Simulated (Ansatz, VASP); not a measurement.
InP in VASP and in Ansatz

```
In P
1.0
     0.00000    2.91099    2.91099
     2.91099    0.00000    2.91099
     2.91099    2.91099    0.00000
In P
1 1
Direct
  0.00000 0.00000 0.00000
  0.50000 0.50000 0.50000
```

Change from the starting cell: volume scaled by 1.06, crystal datasets.

Alike in both runs: task electric field gradients; functional LDA; k mesh 11 × 11 × 11; occupations fermi-dirac, width 0.05 eV; no spin polarisation.

|  | VASP | Ansatz |
| --- | --- | --- |
| version | VASP 6.6.1 | Ansatz 0.2.0 |
| potentials or method | VASP PAW LDA potentials, release 64 (In_d, P), cutoff 520 eV | all-electron PAW with datasets made for the crystal, scalar-relativistic |

Ansatz gave:

```
pressure (GPa) : -11.4
```

Problem. What did VASP give for the same quantities?

Solution. Pressure (GPa): -11.5.

LDA's correlation is that of Perdew and Zunger in VASP and of Perdew and Wang (1992) in Ansatz. Ansatz ran all-electron here, and VASP with PAW potentials.
